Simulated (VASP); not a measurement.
# SnTe (P6_3mc) in VASP: notebook, part 2 of 2

VASP 6.6.1. The steps go on from the part before.

**3. Single point, PBE**

This run uses another cell than the first one, of 41.37 Å³/atom.

File INCAR:

```
  PREC = Accurate
  ENCUT = 520
  EDIFF = 1E-7
  ISMEAR = 0
  SIGMA = 0.1
  LREAL = F
  LASPH = T
  NELM = 80
  ALGO = Normal
  ISIF = 2
  LWAVE = F
  LCHARG = T
  GGA = PE
  LELF = T
  LVHAR = T
  NBANDS = 28
```

File KPOINTS:

```
Automatic mesh
0
Gamma
  6 6 4
```

File POSCAR:

```
SnTe
1.0
    5.4206968787      0.0000000000      0.0000000000
   -2.7103484394      4.6944612032      0.0000000000
    0.0000000000      0.0000000000      6.5027666946
Sn Te
2 2
Direct
    0.3333333333      0.6666666667     -0.0464166567
    0.6666666667      0.3333333333      0.4535833433
    0.3333333333      0.6666666667      0.4314166467
    0.6666666667      0.3333333333      0.9314166467
```

Potentials or basis: VASP PAW PBE potentials, release 64 (Sn_d, Te).

Started as:

```
$ cat potpaw_PBE.64/Sn_d/POTCAR potpaw_PBE.64/Te/POTCAR > POTCAR
$ mpirun -np 1 vasp_std > vasp.out
```

OUTCAR:

```text
PREC = Accurate
   ENCUT = 520
   EDIFF = 1E-7
   ISMEAR = 0
   LREAL = F
   LASPH = T
   NELM = 80
   ISIF = 2
   GGA = PE

 ion  position               nearest neighbor table
   1  0.333  0.667  0.954-   3 3.11   4 3.13   4 3.13   4 3.13   3 3.40
   2  0.667  0.333  0.454-   4 3.11   3 3.13   3 3.13   3 3.13   4 3.40
   3  0.333  0.667  0.431-   1 3.11   2 3.13   2 3.13   2 3.13   1 3.40
   4  0.667  0.333  0.931-   2 3.11   1 3.13   1 3.13   1 3.13   2 3.40

  LATTYP: Found a hexagonal cell.
 ALAT       =     5.4206968787
 C/A-ratio  =     1.1996182115

  Lattice vectors:

 A1 = (   5.4206968787,   0.0000000000,   0.0000000000)
 A2 = (  -2.7103484394,   4.6944612032,   0.0000000000)
 A3 = (   0.0000000000,   0.0000000000,   6.5027666946)

Analysis of symmetry for initial positions (statically):
=====================================================================
 Subroutine PRICEL returns:
 Original cell was already a primitive cell.

 Routine SETGRP: Setting up the symmetry group for a
 hexagonal supercell.

 Subroutine GETGRP returns: Found 12 space group operations
[... 166 lines left out ...]

 E-fermi :   4.4766     XC(G=0):  -7.9868

 val. band max:        4.1755870776   @ k =   0.3333   0.3333   0.5000
 cond. band min:       4.7852126080   @ k =   0.3333   0.3333   0.5000
 fundamental gap:      0.6096255304
 Fermi energy:         4.4766199001

 k-point     1 :       0.0000    0.0000    0.0000
  band No.  band energies     occupation
      1     -17.6138      2.00000
      2     -17.6138      2.00000
      3     -17.6135      2.00000
      4     -17.6135      2.00000
      5     -17.6096      2.00000
      6     -17.6008      2.00000
[... 640 lines left out ...]
     27       9.0111      0.00000
     28       9.0111      0.00000

------------------------ aborting loop because EDIFF is reached ----------------------------------------

  FORCE on cell =-STRESS in cart. coord.  units (eV):
  Direction    XX          YY          ZZ          XY          YZ          ZX
  --------------------------------------------------------------------------------------
  -------------------------------------------------------------------------------------
  Total        0.0574708      0.0574708      0.0267001     -0.0000000      0.0000000      0.0000000
  in kB        0.5564408      0.5564408      0.2585137     -0.0000000      0.0000000      0.0000000
  external PRESSURE =       0.4571318 kB  Pullay stress =       0.0000000 kB

 VOLUME and BASIS-vectors are now :
 -----------------------------------------------------------------------------
  energy-cutoff  :      520.00
  volume of cell :      165.48
      direct lattice vectors                 reciprocal lattice vectors
     5.420696879  0.000000000  0.000000000     0.184478126  0.106508496  0.000000000
    -2.710348439  4.694461203  0.000000000     0.000000000  0.213016991  0.000000000
     0.000000000  0.000000000  6.502766695     0.000000000  0.000000000  0.153780698

 POSITION                                       TOTAL-FORCE (eV/Angst)
 -----------------------------------------------------------------------------------
     -0.00000      3.12964      6.20093        -0.000000      0.000000     -0.000683
      2.71035      1.56482      2.94955         0.000000     -0.000000     -0.000683
     -0.00000      3.12964      2.80540         0.000000     -0.000000      0.000683
      2.71035      1.56482      6.05679         0.000000      0.000000      0.000683
 -----------------------------------------------------------------------------------
    total drift:                               -0.000000      0.000000      0.000562

  FREE ENERGIE OF THE ION-ELECTRON SYSTEM (eV)
  ---------------------------------------------------
  free  energy   TOTEN  =       -14.6650834754 eV

  energy  without entropy=      -14.6650831042  energy(sigma->0) =      -14.66508329
```

stdout:

```text
POSCAR found type information on POSCAR SnTe
 POSCAR found :  2 types and       4 ions
 scaLAPACK will be used
 LDA part: xc-table for (Slater+PW92), standard interpolation
 POSCAR, INCAR and KPOINTS ok, starting setup
 FFT: planning ... GRIDC
 FFT: planning ... GRID_SOFT
 FFT: planning ... GRID
 WAVECAR not read
 entering main loop
```

It took 82 s on 1 thread of Intel Xeon Platinum 8259CL at 2.50GHz (Skylake/Cascade Lake), shared host; peak memory 0.3 GiB.

Results:

```yaml
Free_energy: -14.6651 eV
Pressure: 0.0 GPa
Band_gap_on_the_k_mesh: 0.61 eV
```

Caveat: spin-orbit coupling is left out, which moves the levels of the heavy elements.

**4. Single point, PBE**

This run uses another cell than the first one, of 41.49 Å³/atom.

File INCAR:

```
SYSTEM = SnTe
ALGO = Normal
EDIFF = 1E-6
ENCUT = 520
GGA = PE
ISIF = 2
ISMEAR = 0
LASPH = .True.
LCHARG = .False.
LREAL = .False.
LWAVE = .False.
NBANDS = 28
NELM = 60
PREC = Accurate
SIGMA = 0.02
```

File KPOINTS:

```
k-points
0
Gamma
  6 6 4
  0 0 0
```

File POSCAR:

```
SnTe
1.0
    5.4250021253      0.0000000000      0.0000000000
   -2.7125010627      4.6981896560      0.0000000000
    0.0000000000      0.0000000000      6.5114328278
Sn Te
2 2
Direct
    0.3333333333      0.6666666667      0.9548237551
    0.6666666667      0.3333333333      0.4548237551
    0.3333333333      0.6666666667      0.4301762349
    0.6666666667      0.3333333333      0.9301762349
```

Started as:

```
$ cat potpaw_PBE.64/Sn_d/POTCAR potpaw_PBE.64/Te/POTCAR > POTCAR
$ mpirun -np 1 vasp_std > vasp.out
```

Run time: 69 s. Hardware: 1 thread of Intel Xeon Platinum 8259CL at 2.50GHz (Skylake/Cascade Lake), shared host; peak memory 0.3 GiB.

The run converged. Its results:

```yaml
Free_energy: -14.6651 eV
Pressure: 0.0 GPa
Largest_force: 0.005 eV/Å
Band_gap_on_the_k_mesh: 0.64 eV
```

Forces in eV/Å, atoms in the order of the input:
```
Sn   0.000  0.000 -0.005
Sn   0.000  0.000 -0.005
Te   0.000  0.000  0.005
Te   0.000  0.000  0.005
```

Levels at points of the mesh, in eV from the valence-band top:
| k point | band 17 | band 18 | band 19 | band 20 | band 21 | band 22 | band 23 | band 24 |
| --- | --- | --- | --- | --- | --- | --- | --- | --- |
| (0.00, 0.00, 0.00) | -3.28 | -1.95 | -1.95 | -1.91 | 0.67 | 0.67 | 2.28 | 2.28 |
| (0.50, 0.00, 0.00) | -3.06 | -2.33 | -2.21 | -0.61 | 1.80 | 2.68 | 3.11 | 3.60 |
| (0.00, 0.00, 0.50) | -2.68 | -2.68 | -1.55 | -1.55 | 1.20 | 1.20 | 1.20 | 1.20 |
| (0.50, 0.00, 0.50) | -1.98 | -1.98 | -0.83 | -0.83 | 0.74 | 0.74 | 2.37 | 2.37 |

Caveat: spin-orbit coupling is left out, which moves the levels of the heavy elements. A k mesh can miss the band edges.

**5. Single point, PBE**

This run uses another cell than the first one, of 41.49 Å³/atom.

File INCAR:

```
  PREC = Accurate
  ENCUT = 520
  EDIFF = 1E-6
  ISMEAR = 0
  SIGMA = 0.02
  LREAL = F
  LASPH = T
  NELM = 80
  ALGO = Normal
  ISIF = 2
  LWAVE = F
  LCHARG = F
  GGA = PE
  NBANDS = 28
```

File KPOINTS:

```
Automatic mesh
0
Gamma
  6 6 4
```

POSCAR is that of step 4.

Started as:

```
$ cat potpaw_PBE.64/Sn_d/POTCAR potpaw_PBE.64/Te/POTCAR > POTCAR
$ mpirun -np 1 vasp_std > vasp.out
```

Run time: 73 s. Hardware: 1 thread of Intel Xeon Platinum 8259CL at 2.50GHz (Skylake/Cascade Lake), shared host; peak memory 0.3 GiB.

It converged, with:

- Free energy: -14.6651 eV
- Pressure: 0.0 GPa
- Largest force: 0.005 eV/Å
- Band gap on the k mesh: 0.64 eV

Forces on the atoms (eV/Å):
```
Sn   0.000  0.000 -0.005
Sn   0.000  0.000 -0.005
Te   0.000  0.000  0.005
Te   0.000  0.000  0.005
```

Levels at points of the mesh, in eV from the valence-band top:
```tsv
k point	band 17	band 18	band 19	band 20	band 21	band 22	band 23	band 24
(0.00, 0.00, 0.00)	-3.28	-1.95	-1.95	-1.91	0.67	0.67	2.28	2.28
(0.50, 0.00, 0.00)	-3.06	-2.33	-2.21	-0.61	1.80	2.68	3.11	3.60
(0.00, 0.00, 0.50)	-2.68	-2.68	-1.55	-1.55	1.20	1.20	1.20	1.20
(0.50, 0.00, 0.50)	-1.98	-1.98	-0.83	-0.83	0.74	0.74	2.37	2.37
```

Caveat: spin-orbit coupling is left out, which moves the levels of the heavy elements.

**6. Overview**

| cell | smearing | gap on the mesh (eV) | pressure (GPa) |
| --- | --- | --- | --- |
| a = 4.568, b = 4.568, c = 7.457 Å, angles 90.0, 90.0, 120.0°, 4 atoms, atomic positions A | gaussian 0.1 eV | none | 15.2 |
| a = 5.421, b = 5.421, c = 6.503 Å, angles 90.0, 90.0, 120.0°, 4 atoms, atomic positions B | gaussian 0.1 eV | 0.61 | 0.0 |
| a = 5.425, b = 5.425, c = 6.511 Å, angles 90.0, 90.0, 120.0°, 4 atoms, atomic positions C | gaussian 0.02 eV | 0.64 | 0.0 |

Alike in all rows: task single point; level PBE; potentials or basis VASP PAW PBE potentials, release 64 (Sn_d, Te); no spin polarisation; k mesh 6 × 6 × 4; cutoff (eV) 520.

Caveats: spin-orbit coupling is left out, which moves the levels of the heavy elements; the cell stands under pressure (at least some runs); semilocal functionals underestimate gaps, so a narrow gap can read as zero (at least some runs).

Total energies depend on the potentials used, so only differences within one code and one set of settings carry meaning.
